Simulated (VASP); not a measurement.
# SrCl2 (Cm) in VASP: single point with PBEsol

Aim: the single point of SrCl2 with PBEsol.

Program: VASP 6.6.1. These are calculated values, not measurements. Logs are shortened: lines on timing, memory, paths and dates and some standing lists are left out, and cuts for length are marked.

## (1) The cell of the first run

It takes space group Cm (No. 8, monoclinic). The conventional cell has a = 6.971 Å, b = 6.971 Å, c = 4.929 Å, α = 90.00°, β = 135.00°, γ = 90.00°. Within 3.5 Å of Sr (site symmetry m) lie 8 Cl at 2.66 to 3.42 Å. Cl (site symmetry 1) has 4 Sr at 2.66 to 3.42 Å and 6 Cl at 3.49 Å within 3.5 Å.

## (2) Single point, PBEsol (atoms displaced along a vibrational mode)

File INCAR:

```
ALGO     = Normal         # electronic algorithm
EDIFF    = 1E-6           # SCF threshold, eV
ENCUT    = 520            # plane-wave cutoff, eV
GGA      = PS             # functional
ISIF     = 2              # what is computed and relaxed
ISMEAR   = 0              # smearing method
LASPH    = T              # aspherical terms in the spheres
LCHARG   = F              # write CHGCAR
LREAL    = F              # projectors in reciprocal space
LWAVE    = F              # write WAVECAR
NBANDS   = 19             # bands
NELM     = 80             # most SCF steps
PREC     = Accurate       # precision mode
SIGMA    = 0.05           # smearing width, eV
```

File KPOINTS:

```
k-points
0
Gamma
  6 6 6
```

File POSCAR:

```
SrCl2
1.0
    0.0000000000      3.4855000000      3.4855000000
    3.4855000000      0.0000000000      3.4855000000
    3.4855000000      3.4855000000      0.0000000000
Sr Cl
1 2
Direct
   -0.0248331848      0.0425279769     -0.0425279769
    0.2806894733      0.1974428584      0.3025571416
    0.7806894733      0.6974428584      0.8025571416
```

Potentials or basis: VASP PAW PBE potentials, release 64 (Sr_sv, Cl).

On the command line:

```console
$ cat potpaw_PBE.64/Sr_sv/POTCAR potpaw_PBE.64/Cl/POTCAR > POTCAR
$ mpirun -np 1 vasp_std > vasp.out
```

OUTCAR:

```text
EDIFF = 1E-6
   ENCUT = 520
   GGA = PS
   ISIF = 2
   ISMEAR = 0
   LASPH = T
   LREAL = F
   NELM = 80
   PREC = Accurate

 ion  position               nearest neighbor table
   1  0.975  0.043  0.957-   3 2.66   2 2.66   3 2.84   2 2.84   3 3.28   2 3.28   2 3.42   3 3.42

   2  0.281  0.197  0.303-   1 2.66   1 2.84   1 3.28   1 3.42
   3  0.781  0.697  0.803-   1 2.66   1 2.84   1 3.28   1 3.42

  LATTYP: Found a face centered cubic cell.
 ALAT       =     6.9710000000

  Lattice vectors:

 A1 = (   0.0000000000,   3.4855000000,   3.4855000000)
 A2 = (   3.4855000000,   0.0000000000,   3.4855000000)
 A3 = (   3.4855000000,   3.4855000000,   0.0000000000)

Analysis of symmetry for initial positions (statically):
=====================================================================
 Subroutine PRICEL returns:
 Original cell was already a primitive cell.

 Routine SETGRP: Setting up the symmetry group for a
 face centered cubic supercell.

 Subroutine GETGRP returns: Found  2 space group operations
 (whereof  2 operations were pure point group operations)
 out of a pool of 48 trial point group operations.

The static configuration has the point symmetry C_1h.

Analysis of symmetry for dynamics (positions and initial velocities):
=====================================================================
 Subroutine PRICEL returns:
 Original cell was already a primitive cell.

 Routine SETGRP: Setting up the symmetry group for a
 face centered cubic supercell.

 Subroutine GETGRP returns: Found  2 space group operations
 (whereof  2 operations were pure point group operations)
 out of a pool of 48 trial point group operations.

The dynamic configuration has the point symmetry C_1h.

 Subroutine INISYM returns: Found  2 space group operations
 (whereof  2 operations are pure point group operations),
 and found     1 'primitive' translations

----------------------------------------------------------------------------------------

                                     Primitive cell

  volume of cell :      84.6887

  direct lattice vectors                    reciprocal lattice vectors
     0.000000000  3.485500000  3.485500000    -0.143451442  0.143451442  0.143451442
     3.485500000  0.000000000  3.485500000     0.143451442 -0.143451442  0.143451442
[... 84 lines left out ...]
   LASPH  =      T    aspherical Exc in radial PAW
   ENCUT  =  520.0 eV  38.22 Ry    6.18 a.u.   9.17  9.17  9.17*2*pi/ulx,y,z
   NELM   =     80;   NELMIN=  2; NELMDL= -5     # of ELM steps
   EDIFF  = 0.1E-05   stopping-criterion for ELM
   LREAL  =      F    real-space projection
   EDIFFG = 0.1E-04   stopping-criterion for IOM
   NSW    =      0    number of steps for IOM
   IBRION =     -1    ionic relax: 0-MD 1-quasi-New 2-CG
   NFREE  =      0    steps in history (QN), initial steepest desc. (CG)
   ISIF   =      2    stress and relaxation
   ISYM   =      2    0-nonsym 1-usesym 2-fastsym
   POTIM  = 0.5000    time-step for ionic-motion
   TEBEG  =    0.0;   TEEND  =   0.0 temperature during run
   PSTRESS=    0.0 pullay stress
   NELECT =      24.0000    total number of electrons
   NUPDOWN=      -1.0000    fix difference up-down
   EMIN   =  10.00;   EMAX   =-10.00  energy-range for DOS
   EFERMI =   0.00;   METHOD = LEGACY
   ISMEAR =     0;   SIGMA  =   0.05  broadening in eV -4-tet -1-fermi 0-gaus
   EFERMI_NEDOS =   21; number of points for ismear=-14 and -15
   IALGO  =     38    algorithm
   IMIX   =      4    mixing-type and parameters
     AMIX     =   0.40;   BMIX     =  1.00
     AMIX_MAG =   1.60;   BMIX_MAG =  1.00
  volume/ion in A,a.u.               =      28.23       190.50
  Fermi-wavevector in a.u.,A,eV,Ry     =   1.075318  2.032056 15.732530  1.156308
  Thomas-Fermi vector in A             =   2.211171
   LORBIT       =      0    0 simple, 1 ext, 2 COOP (PROOUT), +10 PAW based schemes
   GGA     = PS    functional components
   LHFCALC =     F    Hartree Fock is set to
   AEXX    =    0.0000 exact exchange contribution
   IVDW    =     0    specifies the selected vdW correction
   LEPSILON=     F    determine dielectric tensor
   LRPA    =     F    only Hartree local field effects (RPA)
 non-spin polarized calculation
 Gauss-broadening in eV      SIGMA  =   0.05
  energy-cutoff  :      520.00
  volume of cell :       84.69
 maximum number of plane-waves:      2301
 NGX is ok and might be reduce to    40
   NGX = 19   NGY = 19   NGZ = 19

 number of electron      23.9999999 magnetization

 Free energy of the ion-electron system (eV)
  ---------------------------------------------------
  ext. energy  EPLUGINS =         0.00000000
  ---------------------------------------------------
  free energy    TOTEN  =       -12.92788143 eV

  energy without entropy =      -12.92788143  energy(sigma->0) =      -12.92788143

 E-fermi :   0.4370     XC(G=0):  -8.4549

 val. band max:        0.1590024047   @ k =   0.0000   0.5000   0.5000
 cond. band min:       5.1413256319   @ k =   0.0000   0.0000   0.0000
 fundamental gap:      4.9823232272
 Fermi energy:         0.4369904327

 k-point     1 :       0.0000    0.0000    0.0000
  band No.  band energies     occupation
      1     -32.5226      2.00000
      2     -14.7577      2.00000
      3     -14.6447      2.00000
      4     -14.6017      2.00000
      5     -13.1242      2.00000
      6     -12.4593      2.00000
[... 505 lines left out ...]
      6     -12.3676      2.00000
[... 11 lines left out ...]
     18       8.8206      0.00000
     19       9.4877      0.00000

 [... further k-points ...]

------------------------ aborting loop because EDIFF is reached ----------------------------------------

  FORCE on cell =-STRESS in cart. coord.  units (eV):
  Direction    XX          YY          ZZ          XY          YZ          ZX
  --------------------------------------------------------------------------------------
  -------------------------------------------------------------------------------------
  Total        1.9087720      0.6492369      1.7308512      0.0000000     -0.8665686      0.0000000
  in kB       36.1109898     12.2825492     32.7450050      0.0000000    -16.3941264      0.0000000
  external PRESSURE =      27.0461813 kB  Pullay stress =       0.0000000 kB

 VOLUME and BASIS-vectors are now :
 -----------------------------------------------------------------------------
  energy-cutoff  :      520.00
  volume of cell :       84.69
      direct lattice vectors                 reciprocal lattice vectors
     0.000000000  3.485500000  3.485500000    -0.143451442  0.143451442  0.143451442
     3.485500000  0.000000000  3.485500000     0.143451442 -0.143451442  0.143451442
     3.485500000  3.485500000  0.000000000     0.143451442  0.143451442 -0.143451442

 POSITION                                       TOTAL-FORCE (eV/Angst)
 -----------------------------------------------------------------------------------
      3.48550      6.73621      3.54718         0.000000      1.497545     -0.732221
      1.74275      2.03291      1.66653        -0.428679     -0.748772      0.366111
      5.22825      5.51841      5.15203         0.428679     -0.748772      0.366111
 -----------------------------------------------------------------------------------
    total drift:                               -0.000000     -0.000280      0.000102

  FREE ENERGIE OF THE ION-ELECTRON SYSTEM (eV)
  ---------------------------------------------------
  free  energy   TOTEN  =       -12.9278814271 eV

  energy  without entropy=      -12.9278814271  energy(sigma->0) =      -12.92788143
```

stdout:

```text
POSCAR found type information on POSCAR SrCl
 POSCAR found :  2 types and       3 ions
 scaLAPACK will be used
 -----------------------------------------------------------------------------
|                                                                             |
|                                                                             |
|     You enforced a specific xc type in the INCAR file but a different       |
|     I HOPE YOU KNOW WHAT YOU ARE DOING!                                     |
|                                                                             |
 -----------------------------------------------------------------------------

 LDA part: xc-table for (Slater+PW92), standard interpolation
 POSCAR, INCAR and KPOINTS ok, starting setup
 FFT: planning ... GRIDC
 FFT: planning ... GRID_SOFT
 FFT: planning ... GRID
 WAVECAR not read
 entering main loop
```

Wall time 1.9 min (1 thread of Oxide Virtual Turin-like, shared host); peak memory 0.25 GiB.

Results:

```
Free energy            : -12.9279 eV
Pressure               : 2.7 GPa
Largest force          : 1.667 eV/Å
Band gap on the k mesh : 4.98 eV (least direct gap 5.36 eV)
```

Forces in eV/Å, atoms in the order of the input:
```
Sr   0.000  1.498 -0.732
Cl  -0.429 -0.749  0.366
Cl   0.429 -0.749  0.366
```

Caveat: the cell differs from its parent crystal (atoms displaced along a vibrational mode); the PAW data sets were made with another functional, which shifts forces and pressure a little. A k mesh can miss the band edges.
